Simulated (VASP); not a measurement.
SnO2: relaxation of cell and atoms with PBE

The system is SnO2.

```
Sn O
1.0
     4.73800    0.00000    0.00000
     0.00000    4.73800    0.00000
     0.00000    0.00000    3.18650
Sn O
2 4
Direct
  0.00000 0.00000 0.00000
  0.50000 0.50000 0.50000
  0.30710 0.30710 0.00000
  0.19290 0.80710 0.50000
  0.69290 0.69290 0.00000
  0.80710 0.19290 0.50000
```

```yaml
Program: VASP 6.6.1
Task: relaxation of cell and atoms
Functional: PBE
Potentials_or_basis: VASP PAW PBE potentials, release 64 (Sn_d, O)
Cutoff: 600 eV
k_mesh: 4 × 4 × 6
Occupations: fermi-dirac, width 0.05 eV
Spin: no spin polarisation
Dipole_correction: no
Further_INCAR_settings: ALGO = Normal; EDIFF = 1e-07; IBRION = 2; EDIFFG = -0.01; NSW = 80; ISIF = 3
```

- Relaxed volume: 12.61 Å³/atom
- Relaxed cell: a = 4.830 Å, b = 4.830 Å, c = 3.243 Å, α = 90.00°, β = 90.00°, γ = 90.00°
- Space group after relaxing (to 0.1 Å): P4_2/mnm (No. 136)
- Energy gained by relaxing: 23.6 meV/atom
- Ionic steps: 7
- Pressure after relaxing: -0.1 GPa
- Band gap on the k mesh: 0.64 eV

Step by step:
```csv
step,energy change (eV),largest force (eV/Å),pressure (GPa),volume (Å³)
1,0.0000,0.2931,11.58,71.53
2,0.0619,0.3540,-10.36,80.83
3,-0.1397,0.0635,0.01,75.50
4,-0.1397,0.0577,0.22,75.42
5,-0.1414,0.0036,0.10,75.56
6,-0.1416,0.0190,0.05,75.62
7,-0.1416,0.0016,-0.06,75.67
```

Final structure:
```
Sn O
1.0
     4.83050    0.00000    0.00000
     0.00000    4.83050    0.00000
     0.00000    0.00000    3.24276
Sn O
2 4
Direct
  0.00000 0.00000 0.00000
  0.50000 0.50000 0.50000
  0.30656 0.30656 0.00000
  0.19344 0.80656 0.50000
  0.69344 0.69344 0.00000
  0.80656 0.19344 0.50000
```

Levels at points of the mesh, in eV from the valence-band top:
| k point | band 22 | band 23 | band 24 | band 25 | band 26 | band 27 | band 28 | band 29 | band 30 | band 31 |
| --- | --- | --- | --- | --- | --- | --- | --- | --- | --- | --- |
| (0.00, 0.00, 0.00) | -1.26 | -1.26 | -0.74 | -0.74 | 0.00 | 0.64 | 5.66 | 6.04 | 6.04 | 10.08 |
| (0.50, 0.00, 0.00) | -1.89 | -1.21 | -1.21 | -0.60 | -0.60 | 3.85 | 3.85 | 6.78 | 6.78 | 10.38 |
| (0.50, 0.50, 0.00) | -1.87 | -1.33 | -1.33 | -0.85 | -0.85 | 4.24 | 4.24 | 7.13 | 7.13 | 10.46 |
| (0.00, 0.00, 0.50) | -2.57 | -1.52 | -1.52 | -1.18 | -1.18 | 5.55 | 5.55 | 9.34 | 9.34 | 10.28 |
| (0.50, 0.00, 0.50) | -1.66 | -1.01 | -1.01 | -0.75 | -0.75 | 5.81 | 5.81 | 7.59 | 7.59 | 10.54 |
| (0.50, 0.50, 0.50) | -2.43 | -0.91 | -0.91 | -0.78 | -0.78 | 4.32 | 4.32 | 8.60 | 8.60 | 10.53 |

It took 3.4 min on 1 thread of AMD EPYC 9R45 96-Core Processor (Zen 5), on a shared host, peak memory 0.21 GiB.

Caveat: spin-orbit coupling is left out, which moves the levels of the heavy elements. PBE usually gives volumes a little too large and moduli too small.
